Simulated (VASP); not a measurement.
Crystal: Sn3Se.

```
Sn Se
1.0
     4.83488    0.00000    0.00000
     0.00000    4.83488    0.00000
     0.00000    0.00000    4.83488
Sn Se
3 1
Cartesian
  2.4174 2.4174 0.0000
  2.4174 0.0000 2.4174
  0.0000 2.4174 2.4174
  0.0000 0.0000 0.0000
```

Base run:

- Program: VASP 6.6.1
- Functional: r2SCAN
- Potentials or basis: VASP PAW PBE potentials, release 64 (Sn_d, Se)
- Cutoff: 520 eV
- k mesh: 6 × 6 × 6
- Occupations: fermi-dirac, width 0.05 eV
- Spin: no spin polarisation

Its results: band gap on the k mesh zero (band 24 reaches 8.37 eV, above the bottom of band 25 at 6.13 eV); pressure -3.0 GPa.

The run is repeated on the same cell with these changes: functional from r2SCAN to PBEsol. What comes out?

Band gap on the k mesh zero (band 24 reaches 8.25 eV, above the bottom of band 25 at 6.12 eV); pressure -4.9 GPa.

Caveats: the PAW data sets were made with another functional, which shifts forces and pressure a little; spin-orbit coupling is left out, which moves the levels of the heavy elements.
